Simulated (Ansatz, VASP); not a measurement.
## BeB12 in VASP and in Ansatz

```
Be B
1.0
     4.69616    0.00000    0.00000
     0.00000    4.69616    0.00000
     0.00000    0.00000    4.69616
Be B
1 12
Direct
  0.50000 0.50000 0.50000
  0.25077 0.50000 0.00000
  0.74923 0.50000 0.00000
  0.00000 0.25077 0.50000
  0.00000 0.74923 0.50000
  0.50000 0.00000 0.25077
  0.50000 0.00000 0.74923
  0.50000 0.25077 0.00000
  0.50000 0.74923 0.00000
  0.25077 0.00000 0.50000
  0.74923 0.00000 0.50000
  0.00000 0.50000 0.74923
  0.00000 0.50000 0.25077
```

Alike in both runs: task single point; functional PBE; k mesh 4 × 4 × 4; occupations gaussian, width 0.1 eV; no spin polarisation.

|  | VASP | Ansatz |
| --- | --- | --- |
| version | VASP 6.6.1 | Ansatz 0.2.0 |
| potentials or method | VASP PAW PBE potentials, release 64 (Be, B), cutoff 520 eV | scalar-relativistic, plane waves, PAW |
| valence electrons in the cell | 38 | 38 |

Ansatz gave:

```
gap on the k mesh at the Fermi level (eV) : none
pressure (GPa)                            : 27.9
rms of the force components (eV/Å)        : 0.242
```

Q: Which values does VASP return?

A: gap on the k mesh at the Fermi level (eV): none; pressure (GPa): 27.9; rms of the force components (eV/Å): 0.243.

Atom by atom the forces differ by 0.001 eV/Å (rms over components). A gap of «none» marks a metal or a gap that the smearing closes.
